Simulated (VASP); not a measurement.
# CoO (R-3m) in VASP: a series of runs

Runs on CoO. Level: PBE+U. Tasks: single point.

Everything below comes from runs of VASP 6.6.1. Logs are shortened: lines on timing, memory, paths and dates and some standing lists are left out, and cuts for length are marked.

## Step 1: The cell of the first run

It takes space group R-3m (No. 166, trigonal). Conventional cell: a = 3.056 Å, b = 3.056 Å, c = 7.408 Å, α = 90.00°, β = 90.00°, γ = 120.00°. Within 2.8 Å of Co (site symmetry -3m) lie 6 O at 2.15 Å. Within 2.8 Å of O (site symmetry -3m) lie 6 Co at 2.15 Å.

## Step 2: Single point, PBE+U, collinear spin, antiferromagnetic start

INCAR reads:

```
SYSTEM = CoO
PREC = Accurate ; ENCUT = 520
EDIFF = 1E-6 ; ISMEAR = 0
SIGMA = 0.05 ; LREAL = .FALSE.
LASPH = .TRUE. ; NELM = 150
ALGO = Normal ; ISIF = 2
LWAVE = .FALSE. ; LCHARG = .FALSE.
ISPIN = 2 ; MAGMOM = 2.8 -2.8 0 0
LORBIT = 11 ; LMAXMIX = 4
LDAU = .TRUE. ; LDAUTYPE = 2
LDAUL = 2 -1 ; LDAUU = 3.3 0
LDAUJ = 0 0 ; LDAUPRINT = 1
GGA = PE ; NBANDS = 27
```

KPOINTS reads:

```
Automatic mesh
0
G
  10 10 10
  0 0 0
```

POSCAR reads:

```
CoO
1.0
   -2.1310873337     -2.1310873337      4.2920764647
   -4.2920764647     -2.1310873337      2.1310873337
   -2.1310873337     -4.2920764647      2.1310873337
Co O
2 2
Direct
    0.0000000000      0.0000000000      0.0000000000
    0.5000000000      0.5000000000      0.5000000000
    1.2499999983     -0.7500000017     -0.7500000017
    1.7500000017     -0.2499999983     -0.2499999983
```

Potentials or basis: VASP PAW PBE potentials, release 64 (Co, O).

Command:

```sh
$ cat potpaw_PBE.64/Co/POTCAR potpaw_PBE.64/O/POTCAR > POTCAR
$ mpirun -np 1 vasp_std > vasp.out
```

OUTCAR:

```text
SYSTEM = CoO
   PREC = Accurate
   ENCUT = 520
   EDIFF = 1E-6
   ISMEAR = 0
   LREAL = .FALSE.
   LASPH = .TRUE.
   NELM = 150
   ISIF = 2
   ISPIN = 2
   LORBIT = 11
   GGA = PE

 ion  position               nearest neighbor table
   1  0.000  0.000  0.000-   4 2.15   3 2.15   4 2.15   4 2.15   3 2.15   3 2.15   2 3.03   2 3.03
                             2 3.03   2 3.03   2 3.03   2 3.03
   2  0.500  0.500  0.500-   3 2.15   3 2.15   4 2.15   4 2.15   3 2.15   4 2.15   1 3.03   1 3.03
                             1 3.03   1 3.03   1 3.03   1 3.03
   3  0.250  0.250  0.250-   2 2.15   2 2.15   2 2.15   1 2.15   1 2.15   1 2.15
   4  0.750  0.750  0.750-   2 2.15   2 2.15   2 2.15   1 2.15   1 2.15   1 2.15

  LATTYP: Found a trigonal (rhomboedric) cell.
 ALAT       =     5.2445196946
 COS(alpha) =     0.8302171874

  Lattice vectors:

 A1 = (  -2.1310873337,  -2.1310873337,   4.2920764647)
 A2 = (  -4.2920764647,  -2.1310873337,   2.1310873337)
 A3 = (  -2.1310873337,  -4.2920764647,   2.1310873337)

Analysis of symmetry for initial positions (statically):
=====================================================================
 Subroutine PRICEL returns following result:

  LATTYP: Found a trigonal (rhomboedric) cell.
 ALAT       =     3.0349931991
 COS(alpha) =     0.4930212916
[... 12 lines left out ...]
 Subroutine GETGRP returns: Found 12 space group operations
 (whereof 12 operations were pure point group operations)
 out of a pool of 12 trial point group operations.

The static configuration has the point symmetry D_3d.

Analysis of symmetry for dynamics (positions and initial velocities):
=====================================================================
 Subroutine PRICEL returns following result:

  LATTYP: Found a trigonal (rhomboedric) cell.
 ALAT       =     3.0349931991
 COS(alpha) =     0.4930212916
[... 12 lines left out ...]
 Subroutine GETGRP returns: Found 12 space group operations
 (whereof 12 operations were pure point group operations)
 out of a pool of 12 trial point group operations.

The dynamic configuration has the point symmetry D_3d.

Analysis of structural, dynamic, and magnetic symmetry:
=====================================================================
 Subroutine PRICEL returns following result:

  LATTYP: Found a trigonal (rhomboedric) cell.
 ALAT       =     3.0349931991
 COS(alpha) =     0.4930212916
[... 12 lines left out ...]
 Subroutine GETGRP returns: Found 12 space group operations
 (whereof 12 operations were pure point group operations)
 out of a pool of 12 trial point group operations.

The overall configuration has the point symmetry D_3d.

 Subroutine INISYM returns: Found 12 space group operations
 (whereof 12 operations are pure point group operations),
 and found     2 'primitive' translations

----------------------------------------------------------------------------------------

                                     Primitive cell

  volume of cell :      19.9736

  direct lattice vectors                    reciprocal lattice vectors
    -2.146038232  0.014950899  2.146038232    -0.232184312  0.230566743  0.232184312
    -2.146038232 -2.146038232 -0.014950899    -0.232184312 -0.232184312 -0.230566743
     0.014950899 -2.146038232  2.146038232     0.230566743 -0.232184312  0.232184312

  length of vectors
     3.034993199  3.034993199  3.034993199     0.401223295  0.401223295  0.401223295

  position of ions in fractional coordinates (direct lattice)
     0.000000000  0.000000000  0.000000000
     0.499999997  0.499999997  0.499999997

  ion indices of the primitive-cell ions
   primitive index   ion index
                 1           1
                 2           3

----------------------------------------------------------------------------------------

 KPOINTS: Automatic mesh

Automatic generation of k-mesh.
 Grid dimensions read from file:
 generate k-points for:   10   10   10

 Generating k-lattice:

  Cartesian coordinates                     Fractional coordinates (reciprocal lattice)
     0.011528337  0.011528337  0.034746768     0.100000000  0.000000000  0.000000000
    -0.034746768  0.011528337 -0.011528337     0.000000000  0.100000000  0.000000000
     0.011528337 -0.034746768 -0.011528337     0.000000000  0.000000000  0.100000000

  Length of vectors
     0.038381545  0.038381545  0.038381545

[... 76 lines left out ...]
  Thomas-Fermi vector in A             =   2.601140
   LORBIT       =     11    0 simple, 1 ext, 2 COOP (PROOUT), +10 PAW based schemes
 LDA+U is selected, type is set to LDAUTYPE =  2
   angular momentum for each species LDAUL =     2   -1
   U (eV)           for each species LDAUU =   3.3  0.0
   J (eV)           for each species LDAUJ =   0.0  0.0
   GGA     = PE    functional components
   LHFCALC =     F    Hartree Fock is set to
   AEXX    =    0.0000 exact exchange contribution
   IVDW    =     0    specifies the selected vdW correction
   LEPSILON=     F    determine dielectric tensor
   LRPA    =     F    only Hartree local field effects (RPA)
 spin polarized calculation
 Gauss-broadening in eV      SIGMA  =   0.05
  energy-cutoff  :      520.00
  volume of cell :       39.95
 maximum number of plane-waves:      1087
   NGX = 19   NGY = 19   NGZ = 19

 number of electron      30.0000000 magnetization      -0.0000000

atom =   1  type =  1  l = 2

 onsite density matrix

spin component  1

  0.9671  0.0005 -0.0003  0.0005 -0.0000
  0.0005  0.9671 -0.0001 -0.0005  0.0003
 -0.0003 -0.0001  0.9997 -0.0001  0.0000
  0.0005 -0.0005 -0.0001  0.9671 -0.0003
 -0.0000  0.0003  0.0000 -0.0003  0.9997

spin component  2

  0.6475 -0.1522  0.0232 -0.1522  0.0000
 -0.1522  0.6475  0.0116  0.1522 -0.0201
  0.0232  0.0116  0.1502  0.0116  0.0000
 -0.1522  0.1522  0.0116  0.6475  0.0201
  0.0000 -0.0201  0.0000  0.0201  0.1502

 occupancies and eigenvectors

  o =  0.1478  v =  0.0000  0.0000  0.0000  0.0000  0.0000  0.0010  0.0580 -0.0150 -0.0570  0.9966      0.0000  0.0000  0.0000  0.0000  0.0000  0.0000  0.0000  0.0000  0.0000  0.0000
  o =  0.1478  v =  0.0000  0.0000  0.0000  0.0000  0.0000  0.0664  0.0323 -0.9966  0.0341 -0.0150      0.0000  0.0000  0.0000  0.0000  0.0000  0.0000  0.0000  0.0000  0.0000  0.0000
  o =  0.4975  v =  0.0000  0.0000  0.0000  0.0000  0.0000 -0.2470  0.5480 -0.0247 -0.7950 -0.0775      0.0000  0.0000  0.0000  0.0000  0.0000  0.0000  0.0000  0.0000  0.0000  0.0000
  o =  0.4975  v =  0.0000  0.0000  0.0000  0.0000  0.0000 -0.7754 -0.6016 -0.0775 -0.1738  0.0247      0.0000  0.0000  0.0000  0.0000  0.0000  0.0000  0.0000  0.0000  0.0000  0.0000
  o =  0.9519  v =  0.0000  0.0000  0.0000  0.0000  0.0000 -0.5774  0.5774  0.0000  0.5774 -0.0000      0.0000  0.0000  0.0000  0.0000  0.0000  0.0000  0.0000  0.0000  0.0000  0.0000
  o =  0.9661  v =  0.5774 -0.5774 -0.0000 -0.5774  0.0000  0.0000  0.0000  0.0000  0.0000  0.0000      0.0000  0.0000  0.0000  0.0000  0.0000  0.0000  0.0000  0.0000  0.0000  0.0000
  o =  0.9676  v = -0.0207 -0.7172 -0.0003  0.6965  0.0112  0.0000  0.0000  0.0000  0.0000  0.0000      0.0000  0.0000  0.0000  0.0000  0.0000  0.0000  0.0000  0.0000  0.0000  0.0000
  o =  0.9676  v =  0.8162  0.3902  0.0112  0.4260  0.0003  0.0000  0.0000  0.0000  0.0000  0.0000      0.0000  0.0000  0.0000  0.0000  0.0000  0.0000  0.0000  0.0000  0.0000  0.0000
  o =  0.9997  v =  0.0091  0.0049 -0.9988  0.0042  0.0479  0.0000  0.0000  0.0000  0.0000  0.0000      0.0000  0.0000  0.0000  0.0000  0.0000  0.0000  0.0000  0.0000  0.0000  0.0000
  o =  0.9997  v = -0.0004  0.0077  0.0479 -0.0081  0.9988  0.0000  0.0000  0.0000  0.0000  0.0000      0.0000  0.0000  0.0000  0.0000  0.0000  0.0000  0.0000  0.0000  0.0000  0.0000

atom =   2  type =  1  l = 2

 onsite density matrix

spin component  1

  0.6475 -0.1522  0.0232 -0.1522  0.0000
 -0.1522  0.6475  0.0116  0.1522 -0.0201
  0.0232  0.0116  0.1502  0.0116 -0.0000
 -0.1522  0.1522  0.0116  0.6475  0.0201
  0.0000 -0.0201 -0.0000  0.0201  0.1502

spin component  2

  0.9671  0.0005 -0.0003  0.0005 -0.0000
  0.0005  0.9671 -0.0001 -0.0005  0.0003
 -0.0003 -0.0001  0.9997 -0.0001  0.0000
  0.0005 -0.0005 -0.0001  0.9671 -0.0003
 -0.0000  0.0003  0.0000 -0.0003  0.9997

 occupancies and eigenvectors

  o =  0.1478  v = -0.0017  0.0567  0.0249 -0.0583  0.9964  0.0000  0.0000  0.0000  0.0000  0.0000      0.0000  0.0000  0.0000  0.0000  0.0000  0.0000  0.0000  0.0000  0.0000  0.0000
  o =  0.1478  v =  0.0664  0.0346 -0.9964  0.0318  0.0249  0.0000  0.0000  0.0000  0.0000  0.0000      0.0000  0.0000  0.0000  0.0000  0.0000  0.0000  0.0000  0.0000  0.0000  0.0000
  o =  0.4975  v =  0.1416  0.7648  0.0142 -0.6232 -0.0801  0.0000  0.0000  0.0000  0.0000  0.0000      0.0000  0.0000  0.0000  0.0000  0.0000  0.0000  0.0000  0.0000  0.0000  0.0000
  o =  0.4975  v =  0.8014  0.2780  0.0801  0.5233  0.0142  0.0000  0.0000  0.0000  0.0000  0.0000      0.0000  0.0000  0.0000  0.0000  0.0000  0.0000  0.0000  0.0000  0.0000  0.0000
  o =  0.9519  v = -0.5774  0.5774  0.0000  0.5774 -0.0000  0.0000  0.0000  0.0000  0.0000  0.0000      0.0000  0.0000  0.0000  0.0000  0.0000  0.0000  0.0000  0.0000  0.0000  0.0000
  o =  0.9661  v =  0.0000  0.0000  0.0000  0.0000  0.0000  0.5774 -0.5774 -0.0000 -0.5774  0.0000      0.0000  0.0000  0.0000  0.0000  0.0000  0.0000  0.0000  0.0000  0.0000  0.0000
  o =  0.9676  v =  0.0000  0.0000  0.0000  0.0000  0.0000  0.0303 -0.6914  0.0004  0.7217  0.0112      0.0000  0.0000  0.0000  0.0000  0.0000  0.0000  0.0000  0.0000  0.0000  0.0000
  o =  0.9676  v =  0.0000  0.0000  0.0000  0.0000  0.0000  0.8159  0.4342  0.0112  0.3817 -0.0004      0.0000  0.0000  0.0000  0.0000  0.0000  0.0000  0.0000  0.0000  0.0000  0.0000
  o =  0.9997  v =  0.0000  0.0000  0.0000  0.0000  0.0000  0.0091  0.0052 -0.9967  0.0039  0.0808      0.0000  0.0000  0.0000  0.0000  0.0000  0.0000  0.0000  0.0000  0.0000  0.0000
  o =  0.9997  v =  0.0000  0.0000  0.0000  0.0000  0.0000 -0.0007  0.0075  0.0808 -0.0082  0.9967      0.0000  0.0000  0.0000  0.0000  0.0000  0.0000  0.0000  0.0000  0.0000  0.0000

 number of electron      29.9999993 magnetization       0.0000000

 Free energy of the ion-electron system (eV)
  ---------------------------------------------------
  ext. energy  EPLUGINS =         0.00000000
  ---------------------------------------------------
  free energy    TOTEN  =       -22.83806078 eV

  energy without entropy =      -22.82647513  energy(sigma->0) =      -22.83226795

 E-fermi :   7.1942     XC(G=0): -12.1954

 val. band max:        7.1918366826   @ k =  -0.2000   0.2000   0.0000
 cond. band min:       7.1964241205   @ k =  -0.4000   0.4000   0.0000
 fundamental gap:      0.0045874380
 Fermi energy:         7.1942025668

 spin component 1

 k-point     1 :       0.0000    0.0000    0.0000
  band No.  band energies     occupation
      1     -12.0761      1.00000
      2     -10.8637      1.00000
      3      -0.2504      1.00000
      4       1.2161      1.00000
      5       1.2162      1.00000
      6       2.9133      1.00000
[... 1433 lines left out ...]
     26      22.0375      0.00000
     27      24.7413      0.00000

 [... further k-points ...]
[... 5 lines left out ...]
  --------------------------------------------------------------------------------------
  -------------------------------------------------------------------------------------
  Total       -1.6717662     -1.6717662     -1.6717662      0.6938233     -0.6938233     -0.6938233
  in kB      -67.0500280    -67.0500280    -67.0500280     27.8273784    -27.8273784    -27.8273784
  external PRESSURE =     -67.0500280 kB  Pullay stress =       0.0000000 kB

 VOLUME and BASIS-vectors are now :
 -----------------------------------------------------------------------------
  energy-cutoff  :      520.00
  volume of cell :       39.95
      direct lattice vectors                 reciprocal lattice vectors
    -2.131087334 -2.131087334  4.292076465     0.115283372  0.115283372  0.347467683
    -4.292076465 -2.131087334  2.131087334    -0.347467683  0.115283372 -0.115283372
    -2.131087334 -4.292076465  2.131087334     0.115283372 -0.347467683 -0.115283372

 POSITION                                       TOTAL-FORCE (eV/Angst)
 -----------------------------------------------------------------------------------
      0.00000      0.00000      0.00000        -0.000000      0.000000     -0.000000
     -4.27713     -4.27713      4.27713        -0.000000     -0.000000     -0.000000
     -2.13856     -2.13856      2.13856         0.000000      0.000000      0.000000
     -6.41569     -6.41569      6.41569         0.000000     -0.000000     -0.000000
 -----------------------------------------------------------------------------------
    total drift:                                0.000000      0.000000     -0.000000

  FREE ENERGIE OF THE ION-ELECTRON SYSTEM (eV)
  ---------------------------------------------------
  free  energy   TOTEN  =       -22.8380607821 eV

  energy  without entropy=      -22.8264751265  energy(sigma->0) =      -22.83226795

 total charge

# of ion       s       p       d       tot
------------------------------------------
    1        0.292   0.340   7.121   7.752
    2        0.292   0.340   7.121   7.752
    3        1.555   3.426   0.000   4.981
    4        1.555   3.426   0.000   4.981
--------------------------------------------------
tot          3.693   7.533  14.241  25.467

 magnetization (x)

# of ion       s       p       d       tot
------------------------------------------
    1        0.004   0.001   2.657   2.662
    2       -0.004  -0.001  -2.657  -2.662
    3        0.000   0.000   0.000   0.000
    4        0.000   0.000   0.000   0.000
--------------------------------------------------
tot          0.000   0.000   0.000   0.000
```

Wall time 6.9 min (1 thread of Intel Xeon Platinum 8488C (Sapphire Rapids), shared host); peak memory 0.4 GiB.

What came out:

```yaml
Free_energy: -22.8381 eV
Pressure: -6.7 GPa
Band_gap_on_the_k_mesh: zero (filled and empty bands overlap)
Net_moment: 0.00 μB per cell
Site_moments: Co +2.66, -2.66; O +0.00 μB
Valence_electrons_inside_the_program's_atomic_spheres: Co 7.75; O 4.98
```

Eigenvalues of the final occupation matrices:
```tsv
site	spin	trace	eigenvalues
site 1 d	1	4.90	0.97 0.97 0.97 1.00 1.00
site 1 d	2	2.24	0.15 0.15 0.50 0.50 0.95
site 2 d	1	2.24	0.15 0.15 0.50 0.50 0.95
site 2 d	2	4.90	0.97 0.97 0.97 1.00 1.00
```

Caveat: the cell stands under tension.

## Step 3: Single point, PBE+U, collinear spin, antiferromagnetic start (10.19 Å³/atom)

This run uses another cell than the first one, of 10.19 Å³/atom.

INCAR reads:

```
  ALGO = Normal
  EDIFF = 1E-6
  ENCUT = 520
  GGA = PE
  ISIF = 2
  ISMEAR = 0
  ISPIN = 2
  LASPH = T
  LCHARG = F
  LDAU = T
  LDAUJ = 0 0
  LDAUL = 2 -1
  LDAUPRINT = 1
  LDAUTYPE = 2
  LDAUU = 3.3 0
  LMAXMIX = 4
  LORBIT = 11
  LREAL = F
  LWAVE = F
  MAGMOM = 2.81 -2.81 0 0
  NBANDS = 27
  NELM = 150
  PREC = Accurate
  SIGMA = 0.05
```

KPOINTS reads:

```
k-points
0
Gamma
  10 10 10
```

POSCAR reads:

```
CoO
1.0
   -2.1452009062     -2.1452009062      4.3205016405
   -4.3205016405     -2.1452009062      2.1452009062
   -2.1452009062     -4.3205016405      2.1452009062
Co O
2 2
Direct
    0.0000000000      0.0000000000      0.0000000000
    0.5000000000      0.5000000000      0.5000000000
    1.2499999983     -0.7500000017     -0.7500000017
    1.7500000017     -0.2499999983     -0.2499999983
```

Potentials or basis: VASP PAW PBE potentials, release 64 (Co, O).

Command:

```sh
$ cat potpaw_PBE.64/Co/POTCAR potpaw_PBE.64/O/POTCAR > POTCAR
$ mpirun -np 1 vasp_std > vasp.out
```

It took 11 min on 1 thread of Intel Xeon Platinum 8488C (Sapphire Rapids), shared host; peak memory 0.41 GiB.

The run converged. Its results:

| Quantity | Value |
| --- | --- |
| Free energy | -22.7985 eV |
| Pressure | -9.5 GPa |
| Band gap on the k mesh | zero (filled and empty bands overlap) |
| Net moment | 0.00 μB per cell |
| Site moments | Co +2.67, -2.67; O +0.00 μB |
| Valence electrons inside the program's atomic spheres | Co 7.72; O 4.97 |

Stress tensor (GPa, compression positive):
```
-9.51  2.67 -2.67
 2.67 -9.51 -2.67
-2.67 -2.67 -9.51
```

Levels at points of the mesh, in eV from the Fermi level:
Spin up:
```
           k point  band 13  band 14  band 15  band 16  band 17  band 18
(0.00, 0.00, 0.00)    -2.19    -1.37    -0.12    -0.12     1.30     2.80
(0.50, 0.00, 0.00)    -1.63    -1.52    -0.06     0.15     2.65     2.78
(0.50, 0.50, 0.00)    -1.81    -1.20    -0.08     0.15     3.02     3.05
(0.50, 0.50, 0.50)    -1.13    -1.13    -0.19    -0.19     2.60     2.60
```
Spin down:
```csv
k point,band 13,band 14,band 15,band 16,band 17,band 18
"(0.00, 0.00, 0.00)",-2.19,-1.37,-0.12,-0.12,1.30,2.80
"(0.50, 0.00, 0.00)",-1.63,-1.52,-0.06,0.15,2.65,2.78
"(0.50, 0.50, 0.00)",-1.81,-1.20,-0.08,0.15,3.02,3.05
"(0.50, 0.50, 0.50)",-1.13,-1.13,-0.19,-0.19,2.60,2.60
```

Eigenvalues of the final occupation matrices:
| site | spin | trace | eigenvalues |
| --- | --- | --- | --- |
| site 1 d | 1 | 4.90 | 0.97 0.97 0.97 1.00 1.00 |
| site 1 d | 2 | 2.23 | 0.14 0.14 0.50 0.50 0.95 |
| site 2 d | 1 | 2.23 | 0.14 0.14 0.50 0.50 0.95 |
| site 2 d | 2 | 4.90 | 0.97 0.97 0.97 1.00 1.00 |

Caveat: the cell stands under tension. The state reached can hang on the start; a lower one may exist.

(Part 1 of 2 ends here.)
